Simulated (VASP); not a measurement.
Wanted: the native input for a VASP 6.6.1 run.

```
Task                   : single point
Functional             : PBE
Potentials or basis    : VASP PAW PBE potentials, release 64 (C, Si)
Cutoff                 : 520 eV
k mesh                 : 9 × 9 × 1
Occupations            : gaussian, width 0.05 eV
Spin                   : collinear spin
Starting moments       : [0.0, 0.0, 0.0, 0.0, 0.0, 0.0, 2.0] μB
Dipole correction      : yes
Further INCAR settings : ALGO = Normal; EDIFF = 1e-06; NBANDS = 27
```

The structure of Si4C3 lies in POSCAR:

```
Si4C3
1.0
    3.0967389913      0.0000000000      0.0000000000
   -1.5483694956      2.6818546353      0.0000000000
    0.0000000000      0.0000000000     21.1135575009
C Si
3 4
Direct
    0.0000000000      0.0000000000      0.1894517302
    0.3333333333      0.6666666666      0.3092078063
    0.6666666667      0.3333333334      0.4307637748
    0.3333333333      0.6666666666      0.2193907492
    0.6666666667      0.3333333334      0.3368742035
    0.0000000000      0.0000000000      0.4553262756
    0.0000000000      0.5000000000      0.5646585125
```

These files were run (other wordings do the same):

INCAR

```
SYSTEM = Si4C3
ALGO     = Normal         ! electronic algorithm
DIPOL    = 0.5 0.5 0.358
EDIFF    = 1E-6           ! SCF threshold, eV
ENCUT    = 520            ! plane-wave cutoff, eV
GGA      = PE             ! functional
IDIPOL   = 3            
ISIF     = 2              ! what is computed and relaxed
ISMEAR   = 0              ! smearing method
ISPIN    = 2              ! spin polarisation
LASPH    = .True.         ! aspherical terms in the spheres
LCHARG   = .False.        ! write CHGCAR
LDIPOL   = .True.       
LORBIT   = 11             ! projections on sites
LREAL    = .False.        ! projectors in reciprocal space
LWAVE    = .False.        ! write WAVECAR
MAGMOM   = 0 0 0 0 0 0 2  ! initial moments
NBANDS   = 27             ! bands
NELM     = 150            ! most SCF steps
PREC     = Accurate       ! precision mode
SIGMA    = 0.05           ! smearing width, eV
```

KPOINTS

```
k-points
0
Gamma
  9 9 1
  0 0 0
```

Potentials or basis: VASP PAW PBE potentials, release 64 (C, Si).

Command:

```console
$ cat potpaw_PBE.64/C/POTCAR potpaw_PBE.64/Si/POTCAR > POTCAR
$ mpirun -np 1 vasp_std > vasp.out
```

Results of the run:

The largest force is 3.202 eV/Å. The band gap on the k mesh is zero (filled and empty bands overlap). The net moment is 0.00 μB per cell and the valence electrons inside the program's atomic spheres are C 2.38, 2.54, 2.52; Si 1.66, 1.65, 1.49.

Run time: 20 min on 1 thread of AMD EPYC 7R13 (shared host), peak memory 0.42 GiB.
